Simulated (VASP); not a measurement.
A run of VASP 6.6.1 is set up as follows.

The input INCAR:

```
PREC = Accurate
ENCUT = 520
EDIFF = 1E-7
ISMEAR = 0
SIGMA = 0.05
LREAL = Auto
LASPH = T
NELM = 60
ALGO = Normal
ISIF = 2
LWAVE = F
LCHARG = T
LDIPOL = T
IDIPOL = 3
DIPOL = 0.5 0.5 0.296
GGA = CA
LELF = T
LVHAR = T
LVACPOTAV = T
NBANDS = 68
```

KPOINTS

```
Automatic mesh
0
Gamma
  6 4 1
```

POSCAR

```
HC12
1.0
    4.8892663280      0.0000000000      0.0000000000
   -2.4446331640      6.7739291692      0.0000000000
    0.0000000000      0.0000000000     22.7684096771
C H
24 2
Direct
    0.4020794403      0.3041588806      0.1756820110
    0.4020794403      0.8041588805      0.1756820110
    0.9020794403      0.3041588806      0.1756820110
    0.9020794403      0.8041588805      0.1756820110
    0.1630408159      0.3260816317      0.2059829668
    0.1630408159      0.8260816317      0.2059829668
    0.6630408159      0.3260816317      0.2059829668
    0.6630408159      0.8260816317      0.2059829668
    0.1846395683      0.3692791367      0.2666259491
    0.1846395683      0.8692791367      0.2666259491
    0.6846395683      0.3692791367      0.2666259491
    0.6846395683      0.8692791367      0.2666259491
    0.4461625696      0.3923265051      0.2960492075
    0.4461625696      0.8923265051      0.2960492075
    0.9461625696      0.3923265051      0.2960492075
    0.9461625696      0.8923265051      0.2960492075
    0.4715644646      0.4431294558      0.3591099590
    0.4715644646      0.9431294558      0.3591099590
    0.9715644646      0.4431294558      0.3591099590
    0.9715644646      0.9431294558      0.3591099590
    0.2327030006      0.4654044969      0.3851129614
    0.2327030006      0.9654044969      0.3851129614
    0.7327030006      0.4654044969      0.3851129614
    0.7327030006      0.9654044969      0.3851129614
    0.2327030006      0.9015988039      0.4751499921
    0.2327030006      1.0292101898      0.4751499921
```

Potentials or basis: VASP PAW LDA potentials, release 64 (C, H).

Run with:

```sh
$ cat potpaw_LDA.64/C/POTCAR potpaw_LDA.64/H/POTCAR > POTCAR
$ mpirun -np 1 vasp_std > vasp.out
```

**Question.** Estimate the largest force.

**Answer.** 3.604 eV/Å.

**Question.** Estimate the band gap on the k mesh.

**Answer.** Zero (band 49 reaches -3.34 eV, above the bottom of band 50 at -3.35 eV).

Forces on the atoms (eV/Å):
```
C    0.000  0.319  1.877
C    0.128  0.295  1.716
C    0.003  0.323  1.867
C   -0.126  0.296  1.715
C    0.002 -0.719 -3.531
C    0.000 -0.725 -3.364
C   -0.004 -0.719 -3.531
C    0.001 -0.658 -3.182
C   -0.003  0.382  1.551
C   -0.008  0.336  1.352
C   -0.003  0.382  1.546
C   -0.003  0.395  1.524
C    0.005 -0.021  0.015
C   -0.176  0.074  0.156
C   -0.001  0.020  0.008
C    0.184  0.066  0.155
C    0.003 -0.085 -0.216
C    0.181 -0.058  0.070
C    0.003 -0.084 -0.247
C   -0.183 -0.088  0.054
C   -0.020  0.120  0.353
C   -0.024 -0.059 -0.770
C    0.013  0.112  0.322
C    0.013  0.125  0.870
H   -0.787  2.292 -0.092
H    0.800 -2.319 -0.219
```
